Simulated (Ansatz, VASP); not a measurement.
KI: VASP beside Ansatz

```
K I
1.0
     0.00000    3.47193    3.47193
     3.47193    0.00000    3.47193
     3.47193    3.47193    0.00000
K I
1 1
Direct
  0.00000 0.00000 0.00000
  0.50000 0.50000 0.50000
```

Alike in both runs: task single point; functional r2SCAN; k mesh 6 × 6 × 6; no spin polarisation.

|  | VASP | Ansatz |
| --- | --- | --- |
| version | VASP 6.6.1 | Ansatz 0.2.0 |
| potentials or method | VASP PAW PBE potentials, release 64 (K_sv, I) | plane waves, PAW |
| plane-wave cutoff (eV) | 520 | 500 |
| occupations | gaussian, width 0.01 eV | fixed |
| valence electrons in the cell | 16 | 26 |

|  | VASP | Ansatz | Ansatz less VASP |
| --- | --- | --- | --- |
| gap on the k mesh at the Fermi level (eV) | 4.75 | 4.75 | +0.003 |
| pressure (GPa) | 0.9 | 0.9 | -0.01 |

VASP's potentials were made for PBE, not for r2SCAN. VASP's potentials hold 16 valence electrons a cell and Ansatz's 26, so a difference there can come from the potentials and not from the codes.

Neither program's run includes spin-orbit coupling.
